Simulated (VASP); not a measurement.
CuAu, 2 atoms in the cell. Symmetry: P4/mmm, No. 123, tetragonal system. Conventional cell: a = 2.866 Å, b = 2.866 Å, c = 3.757 Å, α = 90.00°, β = 90.00°, γ = 90.00°. Within 3.6 Å of Au (site symmetry 4/mmm) lie 8 Cu at 2.76 Å and 4 Au at 2.87 Å. Within 3.6 Å of Cu (site symmetry 4/mmm) lie 8 Au at 2.76 Å and 4 Cu at 2.87 Å.  This cell differs from its parent crystal: volume scaled by 1.06.

| Item | Value |
| --- | --- |
| Program | VASP 6.6.1 |
| Task | single point |
| Functional | PBEsol |
| Potentials or basis | VASP PAW PBE potentials, release 64 (Au, Cu) |
| Cutoff | 520 eV |
| k mesh | 9 × 9 × 7 |
| Occupations | fermi-dirac, width 0.05 eV |
| Spin | no spin polarisation |
| Dipole correction | no |
| Further INCAR settings | ALGO = Fast; EDIFF = 1e-06; NBANDS = 18 |

Potentials or basis: VASP PAW PBE potentials, release 64 (Au, Cu).

Run with:

```bash
$ cat potpaw_PBE.64/Au/POTCAR potpaw_PBE.64/Cu/POTCAR > POTCAR
$ mpirun -np 1 vasp_std > vasp.out
```

Hardware: 1 thread of AMD EPYC 7R13 Processor (Zen 3), on a shared host.

Question: Estimate the wall time of this run.

Answer: Run time: 33 s on 1 thread of AMD EPYC 7R13 Processor (Zen 3), with other jobs on the host, peak memory 0.13 GiB. Counts: scf iterations 16, k points 60.
